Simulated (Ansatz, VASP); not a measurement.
**ZrGa2Se2: VASP beside Ansatz**

Contents of INCAR:

```
PREC = Accurate
ENCUT = 520
EDIFF = 1E-7
ISMEAR = 0
SIGMA = 0.1
LREAL = F
LASPH = T
NELM = 150
ALGO = Normal
ISIF = 2
LWAVE = F
LCHARG = T
ISPIN = 2
MAGMOM = 1 0 0 0 0
LORBIT = 11
LMAXMIX = 4
GGA = PE
LELF = T
LVHAR = T
NBANDS = 37
```

KPOINTS

```
Automatic mesh
0
Gamma
  6 6 2
```

POSCAR

```
ZrGa2Se2
1.0
    3.7243830337      0.0000000000      0.0000000000
   -1.8621915168      3.2254103206      0.0000000000
    0.0000000000      0.0000000000      9.5794639843
Zr Ga Se
1 2 2
Direct
    0.0000000000      0.0000000000      0.0000000000
    0.3333333333      0.6666666667      0.5846844793
    0.6666666667      0.3333333333      0.4153155207
    0.6666666667      0.3333333333      0.8250698617
    0.3333333333      0.6666666667      0.1749301383
```

Input for Ansatz:

```yaml
crystal:
  lattice:
    - [3.7243830337, 0.0, 0.0]
    - [-1.8621915168, 3.2254103206, 0.0]
    - [0.0, 0.0, 9.5794639843]
  atoms:
    - { symbol: Zr, position: [0.0, 0.0, 0.0], spin: 1.0 }
    - { symbol: Ga, position: [0.3333333333, 0.6666666667, 0.5846844793] }
    - { symbol: Ga, position: [0.6666666667, 0.3333333333, 0.4153155207] }
    - { symbol: Se, position: [0.6666666667, 0.3333333333, 0.8250698617] }
    - { symbol: Se, position: [0.3333333333, 0.6666666667, 0.1749301383] }
basis:
  ecutwfc: 420
kpoints:
  mp_grid: { grid: [6, 6, 2] }
hamiltonian:
  xc: pbe
scf:
  occupations: { method: gaussian, width: 0.1 }
  lower_state_search: "off"
output:
  forces: true
  stress: true
  eigenvalues: true
  populations: true
magnetization:
  spin_polarized: true
```

Change from the starting cell: species swapped into the SrCd2P2 type (P-3m1, No. 164).

Alike in both runs: task single point; functional PBE; k mesh 6 × 6 × 2; occupations gaussian, width 0.1 eV; collinear spin.

|  | VASP | Ansatz |
| --- | --- | --- |
| version | VASP 6.6.1 | Ansatz 0.2.0 |
| potentials or method | VASP PAW PBE potentials, release 64 (Zr_sv, Ga_d, Se), cutoff 520 eV | scalar-relativistic, plane waves, PAW |
| valence electrons in the cell | 50 | 70 |

|  | VASP | Ansatz | Ansatz less VASP |
| --- | --- | --- | --- |
| gap on the k mesh at the Fermi level (eV) | none | none | - |
| pressure (GPa) | 0.2 | 0.1 | -0.08 |
| rms of the force components (eV/Å) | 0.009 | 0.011 | +0.0025 |
| net moment per atom (μB) | 0.00 | 0.00 | 0.000 |

Atom by atom the forces differ by 0.005 eV/Å (rms over components). A gap of «none» marks a metal or a gap that the smearing closes. VASP's potentials hold 50 valence electrons a cell and Ansatz's 70, so a difference there can come from the potentials and not from the codes. Ansatz's warnings: seeded moment not kept.
